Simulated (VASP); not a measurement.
# Sc3F (Pm-3m) in VASP: further runs, part 2 of 2

VASP 6.6.1. Earlier steps stand in the parts before.

**4. Single point, r2SCAN**

This run uses another cell than the first one, of 22.14 Å³/atom, 1.322 times its volume.

Contents of POSCAR:

```
Sc3F
1.0
    4.4571684928      0.0000000000      0.0000000000
    0.0000000000      4.4571684928      0.0000000000
    0.0000000000      0.0000000000      4.4571684928
Sc F
3 1
Direct
    0.0000000000      0.5000000000      0.5000000000
    0.5000000000      0.0000000000      0.5000000000
    0.5000000000      0.5000000000      0.0000000000
    0.0000000000      0.0000000000      0.0000000000
```

Contents of INCAR.step1:

```
  ALGO = Normal
  EDIFF = 1E-4
  ENCUT = 520
  GGA = PE
  ISMEAR = 0
  LASPH = T
  LCHARG = F
  LREAL = F
  LWAVE = T
  NBANDS = 28
  NELM = 60
  PREC = Accurate
  SIGMA = 0.1
```

Contents of INCAR.step2:

```
  ALGO = Normal
  EDIFF = 1E-6
  ENCUT = 520
  ISIF = 2
  ISMEAR = 0
  ISTART = 1
  LASPH = T
  LCHARG = T
  LELF = T
  LMIXTAU = T
  LREAL = F
  LVHAR = T
  LWAVE = F
  METAGGA = R2SCAN
  NBANDS = 28
  NELM = 60
  PREC = Accurate
  SIGMA = 0.1
```

Contents of KPOINTS:

```
k-points
0
Gamma
  10 10 10
```

Potentials or basis: VASP PAW PBE potentials, release 64 (Sc_sv, F).

Started as:

```console
$ cat potpaw_PBE.64/Sc_sv/POTCAR potpaw_PBE.64/F/POTCAR > POTCAR
$ cp INCAR.step1 INCAR
$ mpirun -np 1 vasp_std > vasp.out
$ cp INCAR.step2 INCAR
$ mpirun -np 1 vasp_std > vasp.out
```

OUTCAR:

```text
EDIFF = 1E-6
   ENCUT = 520
   ISIF = 2
   ISMEAR = 0
   ISTART = 1
   LASPH = T
   LREAL = F
   METAGGA = R2SCAN
   NELM = 60
   PREC = Accurate

 ion  position               nearest neighbor table
   1  0.000  0.500  0.500-   2 3.15   3 3.15   3 3.15   2 3.15   2 3.15   3 3.15   3 3.15   2 3.15

   2  0.500  0.000  0.500-   1 3.15   3 3.15   3 3.15   1 3.15   3 3.15   3 3.15   1 3.15   1 3.15

   3  0.500  0.500  0.000-   1 3.15   2 3.15   1 3.15   2 3.15   2 3.15   2 3.15   1 3.15   1 3.15

   4  0.000  0.000  0.000-

  LATTYP: Found a simple cubic cell.
 ALAT       =     4.4571684928

  Lattice vectors:

 A1 = (   4.4571684928,   0.0000000000,   0.0000000000)
 A2 = (   0.0000000000,   4.4571684928,   0.0000000000)
 A3 = (   0.0000000000,   0.0000000000,   4.4571684928)

Analysis of symmetry for initial positions (statically):
=====================================================================
 Subroutine PRICEL returns:
 Original cell was already a primitive cell.

 Routine SETGRP: Setting up the symmetry group for a
 simple cubic supercell.

 Subroutine GETGRP returns: Found 48 space group operations
 (whereof 48 operations were pure point group operations)
 out of a pool of 48 trial point group operations.

The static configuration has the point symmetry O_h .

Analysis of symmetry for dynamics (positions and initial velocities):
=====================================================================
 Subroutine PRICEL returns:
 Original cell was already a primitive cell.

 Routine SETGRP: Setting up the symmetry group for a
 simple cubic supercell.

 Subroutine GETGRP returns: Found 48 space group operations
 (whereof 48 operations were pure point group operations)
 out of a pool of 48 trial point group operations.

[... 114 lines left out ...]
   PSTRESS=    0.0 pullay stress
   NELECT =      40.0000    total number of electrons
   NUPDOWN=      -1.0000    fix difference up-down
   EMIN   =  10.00;   EMAX   =-10.00  energy-range for DOS
   EFERMI =   0.00;   METHOD = LEGACY
   ISMEAR =     0;   SIGMA  =   0.10  broadening in eV -4-tet -1-fermi 0-gaus
   EFERMI_NEDOS =   21; number of points for ismear=-14 and -15
   IALGO  =     38    algorithm
   IMIX   =      4    mixing-type and parameters
     AMIX     =   0.40;   BMIX     =  1.00
     AMIX_MAG =   1.60;   BMIX_MAG =  1.00
  volume/ion in A,a.u.               =      22.14       149.39
  Fermi-wavevector in a.u.,A,eV,Ry     =   1.256133  2.373748 21.468241  1.577871
  Thomas-Fermi vector in A             =   2.389856
   LORBIT       =      0    0 simple, 1 ext, 2 COOP (PROOUT), +10 PAW based schemes
   METAGGA = R2SCAN    functional components
   LHFCALC =     F    Hartree Fock is set to
   AEXX    =    0.0000 exact exchange contribution
   IVDW    =     0    specifies the selected vdW correction
   LEPSILON=     F    determine dielectric tensor
   LRPA    =     F    only Hartree local field effects (RPA)
 non-spin polarized calculation
 Gauss-broadening in eV      SIGMA  =   0.10
  energy-cutoff  :      520.00
  volume of cell :       88.55
 maximum number of plane-waves:      2411
 NGX is ok and might be reduce to    36
   NGX = 17   NGY = 17   NGZ = 17

 number of electron      39.9999992 magnetization

 Free energy of the ion-electron system (eV)
  ---------------------------------------------------
  ext. energy  EPLUGINS =         0.00000000
  ---------------------------------------------------
  free energy    TOTEN  =       -37.37244332 eV

  energy without entropy =      -37.30533113  energy(sigma->0) =      -37.33888722

 E-fermi :   3.4723     XC(G=0): -10.1391

 val. band max:        3.4722663066   @ k =   0.4000   0.2000   0.0000
 cond. band min:       3.4795436604   @ k =   0.4000   0.4000   0.2000
 fundamental gap:      0.0072773538
 Fermi energy:         3.4723246840

 k-point     1 :       0.0000    0.0000    0.0000
  band No.  band energies     occupation
      1     -48.3770      2.00000
      2     -48.2809      2.00000
      3     -48.2809      2.00000
      4     -26.2081      2.00000
      5     -26.2081      2.00000
      6     -26.2081      2.00000
[... 733 lines left out ...]
     27       5.9631      0.00000
     28       6.2496      0.00000

 [... further k-points ...]
[... 5 lines left out ...]
  --------------------------------------------------------------------------------------
  -------------------------------------------------------------------------------------
  Total        0.0203287      0.0203287      0.0203287     -0.0000000      0.0000000      0.0000000
  in kB        0.3678261      0.3678261      0.3678261     -0.0000000      0.0000000      0.0000000
  external PRESSURE =       0.3678261 kB  Pullay stress =       0.0000000 kB

 VOLUME and BASIS-vectors are now :
 -----------------------------------------------------------------------------
  energy-cutoff  :      520.00
  volume of cell :       88.55
      direct lattice vectors                 reciprocal lattice vectors
     4.457168493  0.000000000  0.000000000     0.224357684  0.000000000  0.000000000
     0.000000000  4.457168493  0.000000000     0.000000000  0.224357684  0.000000000
     0.000000000  0.000000000  4.457168493     0.000000000  0.000000000  0.224357684

 POSITION                                       TOTAL-FORCE (eV/Angst)
 -----------------------------------------------------------------------------------
      0.00000      2.22858      2.22858         0.000000      0.000000      0.000000
      2.22858      0.00000      2.22858         0.000000      0.000000      0.000000
      2.22858      2.22858      0.00000         0.000000      0.000000      0.000000
      0.00000      0.00000      0.00000         0.000000      0.000000      0.000000
 -----------------------------------------------------------------------------------
    total drift:                                0.000000      0.000000      0.000000

  FREE ENERGIE OF THE ION-ELECTRON SYSTEM (eV)
  ---------------------------------------------------
  free  energy   TOTEN  =       -37.3724433158 eV

  energy  without entropy=      -37.3053311314  energy(sigma->0) =      -37.33888722
```

OUTCAR.step1:

```text
EDIFF = 1E-4
   ENCUT = 520
   GGA = PE
   ISMEAR = 0
[... 976 lines left out ...]
      0.00000      2.22858      2.22858         0.000000      0.000000      0.000000
      2.22858      0.00000      2.22858         0.000000      0.000000      0.000000
      2.22858      2.22858      0.00000         0.000000      0.000000      0.000000
      0.00000      0.00000      0.00000         0.000000      0.000000      0.000000
 -----------------------------------------------------------------------------------
    total drift:                                0.000000      0.000000      0.000000

  FREE ENERGIE OF THE ION-ELECTRON SYSTEM (eV)
  ---------------------------------------------------
  free  energy   TOTEN  =       -21.0859535381 eV

  energy  without entropy=      -21.0192409718  energy(sigma->0) =      -21.05259725
```

Wall time 5.2 min (1 thread of Intel Xeon Platinum 8488C (Sapphire Rapids), shared host); peak memory 0.29 GiB.

What came out:

```yaml
Free_energy: -37.3724 eV
Pressure: 0.0 GPa
Band_gap_on_the_k_mesh: zero (band 20 reaches 3.64 eV, above the bottom of band 21 at 3.14 eV)
```

Caveat: the PAW data sets were made with another functional, which shifts forces and pressure a little.
